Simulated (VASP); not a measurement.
# WC (P-6m2) in VASP: further runs

Runs on WC. Level: PBE. Tasks: single point.

All numbers are computed with VASP 6.6.1; they aren't measurements. Logs are shortened: lines on timing, memory, paths and dates and some standing lists are left out, and cuts for length are marked.

## Step 1: The cell of the first run

It takes space group P-6m2 (No. 187, hexagonal). Conventional cell: a = 2.922 Å, b = 2.922 Å, c = 2.847 Å, α = 90.00°, β = 90.00°, γ = 120.00°. W (site symmetry -6m2) has 6 C at 2.21 Å and 2 W at 2.85 Å within 2.9 Å. Within 2.9 Å of C (site symmetry -6m2) lie 6 W at 2.21 Å and 2 C at 2.85 Å.

## Step 2: Single point, PBE

Input file INCAR:

```
  PREC = Accurate
  ENCUT = 520
  EDIFF = 1E-6
  ISMEAR = 0
  SIGMA = 0.1
  LREAL = F
  LASPH = T
  NELM = 100
  ALGO = Normal
  ISIF = 2
  LWAVE = F
  LCHARG = T
  GGA = PE
  LELF = T
  LVHAR = T
  NBANDS = 66
```

Input file KPOINTS:

```
Automatic mesh
0
Gamma
  6 6 5
```

Input file POSCAR:

```
WC
1.0
   -0.0000000001     -5.0605931652      0.0000000000
    4.3826022393      2.5302965826      0.0000000000
    0.0000000000      0.0000000000      5.6942504921
W C
6 6
Direct
    0.0000000000      0.0000000000      0.0000000000
    0.0000000000      0.0000000000      0.5000000000
    0.3333333333      0.6666666667      0.0000000000
    0.3333333333      0.6666666667      0.5000000000
    0.6666666667      0.3333333333      0.0000000000
    0.6666666667      0.3333333333      0.5000000000
    0.6666666667      0.6666666667      0.2500000000
    0.6666666667      0.6666666667      0.7500000000
    0.0000000000      0.3333333333      0.2500000000
    0.0000000000      0.3333333333      0.7500000000
    0.3333333333      1.0000000000      0.2500000000
    0.3333333333      1.0000000000      0.7500000000
```

Potentials or basis: VASP PAW PBE potentials, release 64 (W_sv, C).

Launch:

```console
> cat potpaw_PBE.64/W_sv/POTCAR potpaw_PBE.64/C/POTCAR > POTCAR
> mpirun -np 1 vasp_std > vasp.out
```

OUTCAR:

```text
PREC = Accurate
   ENCUT = 520
   EDIFF = 1E-6
   ISMEAR = 0
   LREAL = F
   LASPH = T
   NELM = 100
   ISIF = 2
   GGA = PE

 ion  position               nearest neighbor table
   1  0.000  0.000  0.000-   7 2.21   8 2.21  11 2.21  12 2.21   9 2.21  10 2.21   2 2.85   2 2.85
                             5 2.92   3 2.92   5 2.92   3 2.92   5 2.92   3 2.92
   2  0.000  0.000  0.500-   7 2.21   8 2.21  11 2.21  12 2.21   9 2.21  10 2.21   1 2.85   1 2.85
                             6 2.92   4 2.92   6 2.92   4 2.92   6 2.92   4 2.92
   3  0.333  0.667  0.000-  11 2.21  12 2.21   9 2.21  10 2.21   7 2.21   8 2.21   4 2.85   4 2.85
                             5 2.92   5 2.92   1 2.92   1 2.92   1 2.92   5 2.92
   4  0.333  0.667  0.500-  11 2.21  12 2.21   9 2.21  10 2.21   7 2.21   8 2.21   3 2.85   3 2.85
                             6 2.92   6 2.92   2 2.92   2 2.92   2 2.92   6 2.92
   5  0.667  0.333  0.000-   9 2.21  10 2.21  11 2.21  12 2.21   7 2.21   8 2.21   6 2.85   6 2.85
                             3 2.92   3 2.92   1 2.92   1 2.92   1 2.92   3 2.92
   6  0.667  0.333  0.500-   9 2.21  10 2.21  11 2.21  12 2.21   7 2.21   8 2.21   5 2.85   5 2.85
                             4 2.92   4 2.92   2 2.92   2 2.92   2 2.92   4 2.92
   7  0.667  0.667  0.250-   1 2.21   2 2.21   3 2.21   4 2.21   5 2.21   6 2.21
   8  0.667  0.667  0.750-   1 2.21   2 2.21   3 2.21   4 2.21   5 2.21   6 2.21
   9  0.000  0.333  0.250-   5 2.21   6 2.21   1 2.21   2 2.21   3 2.21   4 2.21
  10  0.000  0.333  0.750-   5 2.21   6 2.21   1 2.21   2 2.21   3 2.21   4 2.21
  11  0.333  0.000  0.250-   1 2.21   2 2.21   3 2.21   4 2.21   5 2.21   6 2.21
[... 8 lines left out ...]
 A1 = (  -0.0000000001,  -5.0605931652,   0.0000000000)
 A2 = (   4.3826022393,   2.5302965826,   0.0000000000)
 A3 = (   0.0000000000,   0.0000000000,   5.6942504921)

Analysis of symmetry for initial positions (statically):
=====================================================================
 Subroutine PRICEL returns following result:

  LATTYP: Found a hexagonal cell.
 ALAT       =     2.9217348259
 C/A-ratio  =     0.9744639455

  Lattice vectors:

 A1 = (  -1.4608674133,   2.5302965821,   0.0000000000)
 A2 = (  -1.4608674130,  -2.5302965823,   0.0000000000)
 A3 = (   0.0000000000,   0.0000000000,   2.8471252461)

   6 primitive cells build up your supercell.

 Routine SETGRP: Setting up the symmetry group for a
 hexagonal supercell.

 Subroutine GETGRP returns: Found 12 space group operations
 (whereof 12 operations were pure point group operations)
 out of a pool of 24 trial point group operations.

The static configuration has the point symmetry D_3h.

Analysis of symmetry for dynamics (positions and initial velocities):
=====================================================================
 Subroutine PRICEL returns following result:
[... 133 lines left out ...]
   IALGO  =     38    algorithm
   IMIX   =      4    mixing-type and parameters
     AMIX     =   0.40;   BMIX     =  1.00
     AMIX_MAG =   1.60;   BMIX_MAG =  1.00
  volume/ion in A,a.u.               =      10.52        71.02
  Fermi-wavevector in a.u.,A,eV,Ry     =   1.553911  2.936465 32.853152  2.414639
  Thomas-Fermi vector in A             =   2.658073
   LORBIT       =      0    0 simple, 1 ext, 2 COOP (PROOUT), +10 PAW based schemes
   GGA     = PE    functional components
   LHFCALC =     F    Hartree Fock is set to
   AEXX    =    0.0000 exact exchange contribution
   IVDW    =     0    specifies the selected vdW correction
   LEPSILON=     F    determine dielectric tensor
   LRPA    =     F    only Hartree local field effects (RPA)
 non-spin polarized calculation
 Gauss-broadening in eV      SIGMA  =   0.10
  energy-cutoff  :      520.00
  volume of cell :      126.29
 maximum number of plane-waves:      3429
 NGX is ok and might be reduce to    40

 number of electron     108.0000011 magnetization

 Free energy of the ion-electron system (eV)
  ---------------------------------------------------
  ext. energy  EPLUGINS =         0.00000000
  ---------------------------------------------------
  free energy    TOTEN  =      -134.71559773 eV

  energy without entropy =     -134.70781909  energy(sigma->0) =     -134.71170841

 E-fermi :  10.9752     XC(G=0): -13.7213

 val. band max:       10.9665065493   @ k =   0.5000   0.0000   0.2000
 cond. band min:      10.9755045498   @ k =   0.0000   0.0000   0.0000
 fundamental gap:      0.0089980006
 Fermi energy:        10.9752134574

 k-point     1 :       0.0000    0.0000    0.0000
  band No.  band energies     occupation
      1     -63.1579      2.00000
      2     -63.1192      2.00000
      3     -63.0970      2.00000
      4     -63.0970      2.00000
      5     -63.0597      2.00000
      6     -63.0597      2.00000
[... 1438 lines left out ...]
     65      14.5209      0.00000
     66      14.5209      0.00000

------------------------ aborting loop because EDIFF is reached ----------------------------------------

  FORCE on cell =-STRESS in cart. coord.  units (eV):
  Direction    XX          YY          ZZ          XY          YZ          ZX
  --------------------------------------------------------------------------------------
  -------------------------------------------------------------------------------------
  Total        0.7877378      0.7877378      1.1384212      0.0000000      0.0000000     -0.0000000
  in kB        9.9936053      9.9936053     14.4425376      0.0000000      0.0000000     -0.0000000
  external PRESSURE =      11.4765828 kB  Pullay stress =       0.0000000 kB

 VOLUME and BASIS-vectors are now :
 -----------------------------------------------------------------------------
  energy-cutoff  :      520.00
  volume of cell :      126.29
      direct lattice vectors                 reciprocal lattice vectors
    -0.000000000 -5.060593165  0.000000000     0.114087470 -0.197605294  0.000000000
     4.382602239  2.530296583  0.000000000     0.228174939 -0.000000000  0.000000000
     0.000000000  0.000000000  5.694250492     0.000000000  0.000000000  0.175615738

 POSITION                                       TOTAL-FORCE (eV/Angst)
 -----------------------------------------------------------------------------------
      0.00000      0.00000      0.00000         0.000000      0.000000      0.000000
      0.00000      0.00000      2.84713         0.000000      0.000000      0.000000
      2.92173      0.00000      0.00000         0.000000      0.000000      0.000000
      2.92173      0.00000      2.84713         0.000000      0.000000      0.000000
      1.46087     -2.53030      0.00000         0.000000      0.000000      0.000000
      1.46087     -2.53030      2.84713         0.000000      0.000000      0.000000
      2.92173     -1.68686      1.42356         0.000000     -0.000000      0.000000
      2.92173     -1.68686      4.27069         0.000000     -0.000000     -0.000000
      1.46087      0.84343      1.42356        -0.000000      0.000000     -0.000000
      1.46087      0.84343      4.27069        -0.000000     -0.000000     -0.000000
     -0.00000     -1.68686      1.42356        -0.000000      0.000000     -0.000000
     -0.00000     -1.68686      4.27069        -0.000000     -0.000000     -0.000000
 -----------------------------------------------------------------------------------
    total drift:                               -0.000001      0.000001      0.000001

  FREE ENERGIE OF THE ION-ELECTRON SYSTEM (eV)
  ---------------------------------------------------
  free  energy   TOTEN  =      -134.7155977265 eV

  energy  without entropy=     -134.7078190865  energy(sigma->0) =     -134.71170841
```

OSZICAR:

```text
N       E                     dE             d eps       ncg     rms          rms(c)
DAV:   1     0.138383125760E+04    0.13838E+04   -0.58494E+04  2780   0.188E+03
DAV:   2    -0.200750883431E+02   -0.14039E+04   -0.13595E+04  2772   0.594E+02
DAV:   3    -0.148082834705E+03   -0.12801E+03   -0.12302E+03  3280   0.157E+02
DAV:   4    -0.153074720670E+03   -0.49919E+01   -0.49244E+01  3344   0.281E+01
DAV:   5    -0.153190743321E+03   -0.11602E+00   -0.11565E+00  3464   0.429E+00    0.772E+01
DAV:   6    -0.135118894725E+03    0.18072E+02   -0.10800E+02  3312   0.375E+01    0.228E+01
DAV:   7    -0.134814669228E+03    0.30423E+00   -0.45573E+00  3192   0.745E+00    0.115E+01
DAV:   8    -0.134728651660E+03    0.86018E-01   -0.32824E-01  3278   0.219E+00    0.100E+00
DAV:   9    -0.134717532703E+03    0.11119E-01   -0.11168E-01  3382   0.993E-01    0.393E-01
DAV:  10    -0.134716636245E+03    0.89646E-03   -0.34669E-02  3392   0.714E-01    0.216E-01
DAV:  11    -0.134715658950E+03    0.97729E-03   -0.30687E-03  3404   0.200E-01    0.592E-02
DAV:  12    -0.134715603786E+03    0.55165E-04   -0.83254E-04  3552   0.102E-01    0.232E-02
DAV:  13    -0.134715598441E+03    0.53446E-05   -0.35676E-05  3476   0.226E-02    0.871E-03
DAV:  14    -0.134715597727E+03    0.71445E-06   -0.10777E-06  2050   0.494E-03
   1 F= -.13471560E+03 E0= -.13471171E+03  d E =-.777864E-02
```

Wall time 6.5 min (1 thread of Intel Xeon Platinum 8259CL at 2.50GHz (Skylake/Cascade Lake), shared host); peak memory 0.31 GiB.

Results:

```yaml
Free_energy: -134.7156 eV
Pressure: 1.1 GPa
Band_gap_on_the_k_mesh: zero (band 54 reaches 11.51 eV, above the bottom of band 55 at 10.67 eV)
```

Stress tensor (GPa, compression positive):
```
1.00 0.00 0.00
0.00 1.00 0.00
0.00 0.00 1.44
```

Caveat: spin-orbit coupling is left out, which moves the levels of the heavy elements.

## Step 3: Single point, PBE

This run uses another cell than the first one: it holds 2 atoms, not 12.

Input file INCAR:

```
SYSTEM = WC
PREC = Accurate
ENCUT = 910
EDIFF = 1E-6
ISMEAR = 0
SIGMA = 0.1
LREAL = .False.
LASPH = .True.
NELM = 120
ALGO = Normal
ISIF = 2
LWAVE = .False.
LCHARG = .False.
GGA = PE
NBANDS = 16
GGA_COMPAT = .False.
```

Input file KPOINTS:

```
regular mesh
0
Gamma
  18 18 14
  0 0 0
```

Input file POSCAR:

```
WC
1.0
    2.9217348262      0.0000000000      0.0000000000
   -1.4608674131      2.5302965826      0.0000000000
    0.0000000000      0.0000000000      2.8471252460
W C
1 1
Direct
    0.0000000000      0.0000000000      0.0000000000
    0.6666666667      0.3333333333      0.5000000000
```

Potentials or basis: VASP PAW PBE potentials, release 64 (W_sv, C_h).

Launch:

```console
> cat potpaw_PBE.64/W_sv/POTCAR potpaw_PBE.64/C_h/POTCAR > POTCAR
> mpirun -np 1 vasp_std > vasp.out
```

It took 2.3 min on 1 thread of Intel Xeon Platinum 8259CL at 2.50GHz (Skylake/Cascade Lake), shared host; peak memory 0.35 GiB.

The run converged. Its results:

```
Free energy            : -22.4566 eV
Pressure               : 0.9 GPa
Band gap on the k mesh : zero (band 9 reaches 11.83 eV, above the bottom of band 10 at 10.64 eV)
```

Stress tensor (GPa, compression positive):
```
0.83 0.00 0.00
0.00 0.83 0.00
0.00 0.00 1.05
```

Levels at points of the mesh, in eV from the Fermi level:
```tsv
k point	band 5	band 6	band 7	band 8	band 9	band 10	band 11	band 12	band 13	band 14
(0.00, 0.00, 0.00)	-14.33	-4.22	-3.27	-3.27	0.11	3.18	3.18	5.56	5.56	6.29
(0.50, 0.00, 0.00)	-11.03	-6.96	-3.53	-3.49	-0.46	2.32	4.45	4.79	6.79	9.58
(0.00, 0.00, 0.50)	-10.38	-8.55	-1.98	-1.98	-0.56	-0.56	3.65	4.49	4.49	9.89
(0.50, 0.00, 0.50)	-11.19	-6.36	-4.24	-4.14	0.27	4.34	5.22	6.52	9.05	9.96
```

Caveat: the cutoff is under 1.25 times the usual one of these potentials, so pressure, stress and relaxed cells hold a basis-set (Pulay) error; spin-orbit coupling is left out, which moves the levels of the heavy elements.
